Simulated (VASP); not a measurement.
Input of a VASP 6.6.1 run:

File POSCAR:

```
Pb
1.0
    0.0000000000      2.4914113386      2.4914113386
    2.4914113386      0.0000000000      2.4914113386
    2.4914113386      2.4914113386      0.0000000000
Pb
1
Direct
    0.0000000000      0.0000000000      0.0000000000
```

File INCAR.step1:

```
ALGO = Normal
EDIFF = 1E-5
ENCUT = 520
GGA = PE
ISIF = 2
ISMEAR = -1
LASPH = True
LREAL = False
LWAVE = True
NBANDS = 13
NELM = 100
PREC = Accurate
SIGMA = 0.05
```

The input INCAR.step2:

```
AEXX = 0.2
AGGAC = 0.81
AGGAX = 0.72
ALDAC = 0.19
ALGO = Normal
EDIFF = 1E-6
ENCUT = 520
GGA = B5
ISIF = 2
ISMEAR = -1
ISTART = 1
LASPH = True
LCHARG = True
LELF = True
LHFCALC = True
LREAL = False
LVHAR = True
LWAVE = False
NBANDS = 13
NELM = 100
PREC = Accurate
PRECFOCK = Normal
SIGMA = 0.05
```

Contents of KPOINTS:

```
k-points
0
Gamma
  5 5 5
```

Potentials or basis: VASP PAW PBE potentials, release 64 (Pb_d).

Command:

```console
$ cat potpaw_PBE.64/Pb_d/POTCAR > POTCAR
$ cp INCAR.step1 INCAR
$ mpirun -np 1 vasp_std > vasp.out
$ cp INCAR.step2 INCAR
$ mpirun -np 1 vasp_std > vasp.out
```

Task: What does it give for the pressure?

Result: 2.8 GPa.

Task: Predict the band gap on the k mesh.

Result: Zero (bands 7 and 8 overlap by 8.83 eV).

Caveat: the k points lie up to 0.44 Å⁻¹ apart, too coarse for converged energies and pressures of a metal; the PAW data sets were made with another functional, which shifts forces and pressure a little; spin-orbit coupling is left out, which moves the levels of the heavy elements.
